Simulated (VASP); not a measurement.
Runs of VASP 6.6.1 on Pd. The structure is that of space group Fm-3m (No. 225), or close to it. The cells are those of the table. 

| cell | gap on the mesh (eV) | pressure (GPa) |
| --- | --- | --- |
| a = 2.706 Å, angles 60.0°, 1 atom | none | (a) |
| a = 2.789 Å, angles 60.0°, 1 atom | none | 2.5 |
| a = 2.734 Å, angles 60.0°, 1 atom | none | 14.3 |
| a = 2.816 Å, angles 60.0°, 1 atom | none | (b) |
| a = 2.762 Å, angles 60.0°, 1 atom | none | 7.8 |

Alike in all rows: task single point; level revPBE; potentials or basis VASP PAW PBE potentials, release 64 (Pd); no spin polarisation; k mesh 10 × 10 × 10; cutoff (eV) 520; smearing methfessel-paxton 0.1 eV.

Problem. Estimate the missing entries.

Solution. (a) 22.1; (b) -2.0.

Caveats: the PAW data sets were made with another functional, which shifts forces and pressure a little.

A k mesh can miss the band edges, and the runs leave out spin-orbit coupling on Pd.

A gap of «none» marks levels without a gap at the run's occupations.
